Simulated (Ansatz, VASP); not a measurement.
**Rh: VASP beside Ansatz**

```
CELL_PARAMETERS angstrom
3.00408 0.00000 0.00000
-1.50204 2.36510 0.00000
0.00000 0.00000 4.42849
ATOMIC_POSITIONS crystal
Rh 0.66667 0.33333 0.75000
Rh 0.33333 0.66667 0.25000
```

Change from the starting cell: strain +0.1000 x Voigt [1, 0, 0, 0, 0, 0], atoms carried along.

Alike in both runs: task single point; functional LDA; k mesh 18 × 18 × 12; occupations methfessel-paxton of order 1, width 0.02 eV; no spin polarisation.

```csv
,VASP,Ansatz
version,VASP 6.6.1,Ansatz 0.2.0
potentials or method,"VASP PAW LDA potentials, release 64 (Rh_pv), cutoff 520 eV","scalar-relativistic, plane waves, PAW"
valence electrons in the cell,30,34
```

VASP gave:

| Quantity | Value |
| --- | --- |
| gap on the k mesh at the Fermi level (eV) | none |
| pressure (GPa) | -32.6 |
| traceless stress, the component that is largest in VASP (GPa) | -6.05 |
| rms of the force components (eV/Å) | 0.076 |

Question: Estimate Ansatz's values.

Answer: gap on the k mesh at the Fermi level (eV): none; pressure (GPa): -33.1; traceless stress, the component that is largest in VASP (GPa): -5.95; rms of the force components (eV/Å): 0.074.

LDA's correlation is that of Perdew and Zunger in VASP and of Perdew and Wang (1992) in Ansatz. Atom by atom the forces differ by 0.002 eV/Å (rms over components). A gap of «none» marks a metal or a gap that the smearing closes. Both programs put the cell under strong tension, so it lies far from rest at this level. VASP's potentials hold 30 valence electrons a cell and Ansatz's 34, so a difference there can come from the potentials and not from the codes.

Noted on VASP's run: the cell as given lies far from equilibrium.
